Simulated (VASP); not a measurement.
Here is a VASP 6.6.1 calculation.

File INCAR:

```
PREC = Accurate
ENCUT = 520
EDIFF = 1E-6
ISMEAR = -1
SIGMA = 0.05
LREAL = F
LASPH = T
NELM = 100
ALGO = Normal
ISIF = 2
LWAVE = F
LCHARG = F
GGA = PE
NBANDS = 8
```

KPOINTS

```
regular mesh
0
Gamma
  13 13 13
```

POSCAR

```
Sb
1.0
    3.1072664683      0.0000000000      0.0000000000
    0.0000000000      3.1072664683      0.0000000000
    0.0000000000      0.0000000000      3.1072664683
Sb
1
Direct
    0.0000000000      0.0000000000      0.0000000000
```

Potentials or basis: VASP PAW PBE potentials, release 64 (Sb).

Launch:

```console
$ cat potpaw_PBE.64/Sb/POTCAR > POTCAR
$ mpirun -np 1 vasp_std > vasp.out
```

Q: Estimate the band gap on the k mesh.

A: Zero (an odd number of electrons rules out a gap without spin polarisation).

Q: Predict the pressure.

A: 0.0 GPa.

Caveat: spin-orbit coupling is left out, which moves the levels of the heavy elements.
